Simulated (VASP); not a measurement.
Wanted: the native input for a VASP 6.6.1 run.

| Quantity | Value |
| --- | --- |
| Task | single point |
| Functional | PBEsol |
| Potentials or basis | VASP PAW PBE potentials, release 64 (W_sv, Se) |
| Cutoff | 520 eV |
| k mesh | 12 × 12 × 2 |
| Occupations | gaussian, width 0.02 eV |
| Spin | no spin polarisation |
| Dipole correction | no |
| Further INCAR settings | ALGO = Normal; EDIFF = 1e-06; NBANDS = 20 |

The structure of WSe2 lies in POSCAR:

```
WSe2
1.0
    3.3029552052      0.0000000000      0.0000000000
   -1.6514776026      2.8604431153      0.0000000000
    0.0000000000      0.0000000000     15.9947682918
W Se
1 2
Direct
    0.0000000001     -0.0000000001      0.0000000000
    0.3333333333      0.6666666667      0.1024492859
    0.3333333333      0.6666666667      0.8975507141
```

This cell differs from its parent crystal: uniaxial strain along c: -4.0 %.

The input as run:

INCAR

```
SYSTEM = WSe2
  ALGO = Normal
  EDIFF = 1E-6
  ENCUT = 520
  GGA = PS
  ISIF = 2
  ISMEAR = 0
  LASPH = .True.
  LCHARG = .True.
  LELF = .True.
  LREAL = .False.
  LVHAR = .True.
  LWAVE = .False.
  NBANDS = 20
  NELM = 80
  PREC = Accurate
  SIGMA = 0.02
```

KPOINTS

```
k-points
0
Gamma
  12 12 2
  0 0 0
```

Potentials or basis: VASP PAW PBE potentials, release 64 (W_sv, Se).

Command:

```console
$ cat potpaw_PBE.64/W_sv/POTCAR potpaw_PBE.64/Se/POTCAR > POTCAR
$ mpirun -np 1 vasp_std > vasp.out
```

It gave:

```
Largest force          : 0.460 eV/Å
Band gap on the k mesh : 1.51 eV
```

Caveat: the cell differs from its parent crystal (uniaxial strain along c: -4.0 %); the PAW data sets were made with another functional, which shifts forces and pressure a little; spin-orbit coupling is left out, which moves the levels of the heavy elements.

Run time: 73 s on 1 thread of Intel(R) Xeon(R) 6975P-C (Granite Rapids) (shared host), peak memory 0.35 GiB.
